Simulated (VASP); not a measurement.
Os, 2 atoms in the cell. Symmetry: P6_3/mmc, No. 194, hexagonal system. Conventional cell: a = 2.734 Å, b = 2.734 Å, c = 4.320 Å, α = 90.00°, β = 90.00°, γ = 120.00°. Os (site symmetry -6m2) has 12 Os at 2.68 to 2.73 Å within 3.5 Å. 

- Program: VASP 6.6.1
- Task: single point
- Functional: r2SCAN
- Potentials or basis: VASP PAW PBE potentials, release 64 (Os_sv_GW)
- Cutoff: 550 eV
- k mesh: 9 × 9 × 4
- Occupations: gaussian, width 0.1 eV
- Spin: no spin polarisation
- Dipole correction: no
- Second run: valence_matched
- Further INCAR settings: ALGO = Normal; EDIFF = 1e-06; NBANDS = 23

Potentials or basis: VASP PAW PBE potentials, release 64 (Os_sv_GW).

Launch:

```sh
$ cat potpaw_PBE.64/Os_sv_GW/POTCAR > POTCAR
$ cp INCAR.step1 INCAR
$ mpirun -np 1 vasp_std > vasp.out
$ cp INCAR.step2 INCAR
$ mpirun -np 1 vasp_std > vasp.out
```

Hardware: 1 thread of AMD EPYC 9R14 (Zen 4), on a shared host.

Problem. Estimate the wall time of this run.

Solution. Run time: 92 s on 1 thread of AMD EPYC 9R14 (Zen 4) (shared host), peak memory 0.15 GiB. Counts: k points 36.
